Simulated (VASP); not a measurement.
# Au in VASP: a series of runs, part 2 of 2

VASP 6.6.1.

## Step 3: Single point, PBEsol

Contents of INCAR:

```
ALGO = Normal
EDIFF = 1E-6
ENCUT = 520
GGA = PS
ISIF = 2
ISMEAR = -1
LASPH = T
LCHARG = F
LREAL = F
LWAVE = F
NBANDS = 12
NELM = 100
PREC = Accurate
SIGMA = 0.08
```

Contents of KPOINTS:

```
k-points
0
Gamma
  14 14 14
```

Contents of POSCAR:

```
Au
1.0
    0.0000000000      2.0455000000      2.0455000000
    2.0455000000      0.0000000000      2.0455000000
    2.0455000000      2.0455000000      0.0000000000
Au
1
Direct
    0.0000000000      0.0000000000      0.0000000000
```

Potentials or basis: VASP PAW PBE potentials, release 64 (Au).

Launch:

```console
$ cat potpaw_PBE.64/Au/POTCAR > POTCAR
$ mpirun -np 1 vasp_std > vasp.out
```

OUTCAR:

```text
EDIFF = 1E-6
   ENCUT = 520
   GGA = PS
   ISIF = 2
   ISMEAR = -1
   LASPH = T
   LREAL = F
   NELM = 100
   PREC = Accurate

 ion  position               nearest neighbor table
   1  0.000  0.000  0.000-

  LATTYP: Found a face centered cubic cell.
 ALAT       =     4.0910000000

  Lattice vectors:

 A1 = (   0.0000000000,   2.0455000000,   2.0455000000)
 A2 = (   2.0455000000,   0.0000000000,   2.0455000000)
 A3 = (   2.0455000000,   2.0455000000,   0.0000000000)

Analysis of symmetry for initial positions (statically):
[... 33 lines left out ...]
                                     Primitive cell

  volume of cell :      17.1170

  direct lattice vectors                    reciprocal lattice vectors
     0.000000000  2.045500000  2.045500000    -0.244439012  0.244439012  0.244439012
     2.045500000  0.000000000  2.045500000     0.244439012 -0.244439012  0.244439012
     2.045500000  2.045500000  0.000000000     0.244439012  0.244439012 -0.244439012

  length of vectors
     2.892773842  2.892773842  2.892773842     0.423380789  0.423380789  0.423380789

  position of ions in fractional coordinates (direct lattice)
     0.000000000  0.000000000  0.000000000

  ion indices of the primitive-cell ions
   primitive index   ion index
                 1           1

----------------------------------------------------------------------------------------

 KPOINTS: k-points

Automatic generation of k-mesh.
 Grid dimensions read from file:
 generate k-points for:   14   14   14

 Generating k-lattice:

  Cartesian coordinates                     Fractional coordinates (reciprocal lattice)
    -0.017459929  0.017459929  0.017459929     0.071428571  0.000000000  0.000000000
     0.017459929 -0.017459929  0.017459929     0.000000000  0.071428571  0.000000000
     0.017459929  0.017459929 -0.017459929     0.000000000  0.000000000  0.071428571

  Length of vectors
     0.030241485  0.030241485  0.030241485

  Shift w.r.t. Gamma in fractional coordinates (k-lattice)
     0.000000000  0.000000000  0.000000000

 Subroutine IBZKPT returns following result:
 ===========================================

 Found    104 irreducible k-points:

 Following reciprocal coordinates:
            Coordinates               Weight
  0.000000  0.000000  0.000000      1.000000
  0.071429  0.000000  0.000000      8.000000
  0.142857  0.000000  0.000000      8.000000
  0.214286  0.000000  0.000000      8.000000
  0.285714  0.000000  0.000000      8.000000
  0.357143  0.000000  0.000000      8.000000
[... 16 lines left out ...]
  0.214286  0.142857  0.000000     24.000000
  0.285714  0.142857  0.000000     24.000000
 [... further k-points ...]
   k-points           NKPTS =    104   k-points in BZ     NKDIM =    104   number of bands    NBANDS=     12
   number of dos      NEDOS =    301   number of ions     NIONS =      1
   total plane-waves  NPLWV =  13824
   dimension x,y,z NGX =    24 NGY =   24 NGZ =   24
   dimension x,y,z NGXF=    48 NGYF=   48 NGZF=   48
   ions per type =               1
   NGX,Y,Z   is equivalent  to a cutoff of  13.79, 13.79, 13.79 a.u.
   NGXF,Y,Z  is equivalent  to a cutoff of  27.59, 27.59, 27.59 a.u.
 SYSTEM =  unknown system
   PREC   = accura    normal or accurate (medium, high low for compatibility)
   ISTART =      0    job   : 0-new  1-cont  2-samecut
   ICHARG =      2    charge: 1-file 2-atom 10-const
   ISPIN  =      1    spin polarized calculation?
   LNONCOLLINEAR =      F non collinear calculations
   LSORBIT =      F    spin-orbit coupling
   LASPH  =      T    aspherical Exc in radial PAW
   ENCUT  =  520.0 eV  38.22 Ry    6.18 a.u.   5.38  5.38  5.38*2*pi/ulx,y,z
   NELM   =    100;   NELMIN=  2; NELMDL= -5     # of ELM steps
   EDIFF  = 0.1E-05   stopping-criterion for ELM
   LREAL  =      F    real-space projection
   EDIFFG = 0.1E-04   stopping-criterion for IOM
   NSW    =      0    number of steps for IOM
   IBRION =     -1    ionic relax: 0-MD 1-quasi-New 2-CG
   NFREE  =      0    steps in history (QN), initial steepest desc. (CG)
   ISIF   =      2    stress and relaxation
   ISYM   =      2    0-nonsym 1-usesym 2-fastsym
   POTIM  = 0.5000    time-step for ionic-motion
   TEBEG  =    0.0;   TEEND  =   0.0 temperature during run
   PSTRESS=    0.0 pullay stress
   NELECT =      11.0000    total number of electrons
   NUPDOWN=      -1.0000    fix difference up-down
   EMIN   =  10.00;   EMAX   =-10.00  energy-range for DOS
   EFERMI =   0.00;   METHOD = LEGACY
   ISMEAR =    -1;   SIGMA  =   0.08  broadening in eV -4-tet -1-fermi 0-gaus
   EFERMI_NEDOS =   21; number of points for ismear=-14 and -15
   IALGO  =     38    algorithm
   IMIX   =      4    mixing-type and parameters
     AMIX     =   0.40;   BMIX     =  1.00
     AMIX_MAG =   1.60;   BMIX_MAG =  1.00
  volume/ion in A,a.u.               =      17.12       115.51
  Fermi-wavevector in a.u.,A,eV,Ry     =   1.412742  2.669696 27.155058  1.995840
  Thomas-Fermi vector in A             =   2.534459
   LORBIT       =      0    0 simple, 1 ext, 2 COOP (PROOUT), +10 PAW based schemes
   GGA     = PS    functional components
   LHFCALC =     F    Hartree Fock is set to
   AEXX    =    0.0000 exact exchange contribution
   IVDW    =     0    specifies the selected vdW correction
   LEPSILON=     F    determine dielectric tensor
   LRPA    =     F    only Hartree local field effects (RPA)
 non-spin polarized calculation
  energy-cutoff  :      520.00
  volume of cell :       17.12
 maximum number of plane-waves:       483
 NGX is ok and might be reduce to    24
   NGX = 11   NGY = 11   NGZ = 11

 number of electron      11.0000000 magnetization

 Free energy of the ion-electron system (eV)
  ---------------------------------------------------
  ext. energy  EPLUGINS =         0.00000000
  ---------------------------------------------------
  free energy    TOTEN  =        -3.92435599 eV

  energy without entropy =       -3.91757137  energy(sigma->0) =       -3.92096368

 E-fermi :   9.1580     XC(G=0): -12.8593

 val. band max:        9.0688209235   @ k =   0.5000   0.2857   0.1429
 cond. band min:       9.2153115121   @ k =   0.5000   0.3571   0.1429
 fundamental gap:      0.1464905886
 Fermi energy:         9.1580480429

 k-point     1 :       0.0000    0.0000    0.0000
  band No.  band energies     occupation
      1      -0.6696      2.00000
      2       4.5471      2.00000
      3       4.5471      2.00000
      4       4.5471      2.00000
      5       6.0655      2.00000
      6       6.0655      2.00000
      7      23.7097      0.00000
      8      27.6797      0.00000
      9      27.6797      0.00000
     10      27.6797      0.00000
     11      32.5323      0.00000
     12      37.1451      0.00000

 k-point     2 :       0.0714    0.0000    0.0000
  band No.  band energies     occupation
      1      -0.4926      2.00000
      2       4.4894      2.00000
      3       4.6075      2.00000
      4       4.6075      2.00000
      5       6.0385      2.00000
      6       6.0385      2.00000
      7      23.9142      0.00000
      8      26.5749      0.00000
      9      27.8885      0.00000
     10      27.8885      0.00000
     11      33.3444      0.00000
     12      35.4552      0.00000

 k-point     3 :       0.1429    0.0000    0.0000
  band No.  band energies     occupation
      1       0.0140      2.00000
      2       4.3617      2.00000
      3       4.7477      2.00000
      4       4.7477      2.00000
      5       6.0037      2.00000
      6       6.0037      2.00000
      7      23.9888      0.00000
      8      24.8283      0.00000
      9      28.4485      0.00000
     10      28.4485      0.00000
     11      32.0603      0.00000
     12      34.3348      0.00000
[... 286 lines left out ...]
 k-point    23 :       0.2143    0.1429    0.0000
  band No.  band energies     occupation
      1       0.8194      2.00000
      2       3.9064      2.00000
      3       5.0621      2.00000
      4       5.1604      2.00000
      5       5.5853      2.00000
      6       6.3879      2.00000
      7      23.8665      0.00000
      8      25.3336      0.00000
      9      26.0893      0.00000
     10      27.3084      0.00000
     11      30.3285      0.00000
     12      33.7269      0.00000

 k-point    24 :       0.2857    0.1429    0.0000
  band No.  band energies     occupation
      1       1.5532      2.00000
      2       3.8236      2.00000
      3       4.8337      2.00000
      4       5.2358      2.00000
      5       6.0976      2.00000
      6       6.6286      2.00000
      7      21.1414      0.00000
      8      25.2725      0.00000
      9      25.5043      0.00000
     10      27.4556      0.00000
     11      30.2076      0.00000
     12      33.5760      0.00000

 [... further k-points ...]
[... 5 lines left out ...]
  --------------------------------------------------------------------------------------
  -------------------------------------------------------------------------------------
  Total       -0.1412905     -0.1412905     -0.1412905      0.0000000      0.0000000      0.0000000
  in kB      -13.2249868    -13.2249868    -13.2249868      0.0000000      0.0000000      0.0000000
  external PRESSURE =     -13.2249868 kB  Pullay stress =       0.0000000 kB

 VOLUME and BASIS-vectors are now :
 -----------------------------------------------------------------------------
  energy-cutoff  :      520.00
  volume of cell :       17.12
      direct lattice vectors                 reciprocal lattice vectors
     0.000000000  2.045500000  2.045500000    -0.244439012  0.244439012  0.244439012
     2.045500000  0.000000000  2.045500000     0.244439012 -0.244439012  0.244439012
     2.045500000  2.045500000  0.000000000     0.244439012  0.244439012 -0.244439012

 POSITION                                       TOTAL-FORCE (eV/Angst)
 -----------------------------------------------------------------------------------
      0.00000      0.00000      0.00000        -0.000000     -0.000000     -0.000000
 -----------------------------------------------------------------------------------
    total drift:                               -0.000000     -0.000000     -0.000000

  FREE ENERGIE OF THE ION-ELECTRON SYSTEM (eV)
  ---------------------------------------------------
  free  energy   TOTEN  =        -3.9243559858 eV

  energy  without entropy=       -3.9175713717  energy(sigma->0) =       -3.92096368
```

OSZICAR:

```text
N       E                     dE             d eps       ncg     rms          rms(c)
DAV:   1     0.491003535758E+02    0.49100E+02   -0.56380E+03  2584   0.823E+02
DAV:   2    -0.354957259177E+01   -0.52650E+02   -0.49555E+02  2968   0.187E+02
DAV:   3    -0.426146558730E+01   -0.71189E+00   -0.71118E+00  2996   0.211E+01
DAV:   4    -0.426378089456E+01   -0.23153E-02   -0.23152E-02  3008   0.139E+00
DAV:   5    -0.426379755985E+01   -0.16665E-04   -0.16665E-04  3072   0.113E-01    0.948E+00
DAV:   6    -0.395008503229E+01    0.31371E+00   -0.85175E-01  2724   0.739E+00    0.586E+00
DAV:   7    -0.392732260535E+01    0.22762E-01   -0.74302E-02  2972   0.217E+00    0.284E+00
DAV:   8    -0.392437051172E+01    0.29521E-02   -0.17357E-03  2804   0.389E-01    0.311E-01
DAV:   9    -0.392435298434E+01    0.17527E-04   -0.10173E-05  2996   0.293E-02    0.112E-02
DAV:  10    -0.392435595830E+01   -0.29740E-05   -0.12029E-06  2944   0.874E-03    0.931E-04
DAV:  11    -0.392435598580E+01   -0.27497E-07   -0.64208E-08  1604   0.210E-03
   1 F= -.39243560E+01 E0= -.39209637E+01  d E =-.678461E-02
```

stdout:

```text
POSCAR found type information on POSCAR Au
 POSCAR found :  1 types and       1 ions
 scaLAPACK will be used
 -----------------------------------------------------------------------------
|                                                                             |
|                                                                             |
|     You enforced a specific xc type in the INCAR file but a different       |
|     I HOPE YOU KNOW WHAT YOU ARE DOING!                                     |
|                                                                             |
 -----------------------------------------------------------------------------

 LDA part: xc-table for (Slater+PW92), standard interpolation
 POSCAR, INCAR and KPOINTS ok, starting setup
 FFT: planning ... GRIDC
 FFT: planning ... GRID_SOFT
 FFT: planning ... GRID
 WAVECAR not read
 entering main loop
```

It took 17 s on 1 thread of Intel Xeon 8259CL, shared host; peak memory 0.15 GiB.

Results:

```yaml
Free_energy: -3.9244 eV
Pressure: -1.3 GPa
```

Levels at points of the mesh, in eV from the Fermi level:
```
           k point  band 2  band 3  band 4  band 5  band 6  band 7  band 8  band 9  band 10  band 11
(0.00, 0.00, 0.00)   -4.61   -4.61   -4.61   -3.09   -3.09   14.55   18.52   18.52    18.52    23.37
(0.50, 0.00, 0.00)   -4.65   -4.65   -1.90   -1.90   -0.96    3.07   13.99   17.10    17.10    24.86
(0.50, 0.50, 0.00)   -6.67   -1.94   -1.58   -1.58    1.01    5.75    9.99    9.99    17.16    19.77
```

Caveat: the PAW data sets were made with another functional, which shifts forces and pressure a little; spin-orbit coupling is left out, which moves the levels of the heavy elements.
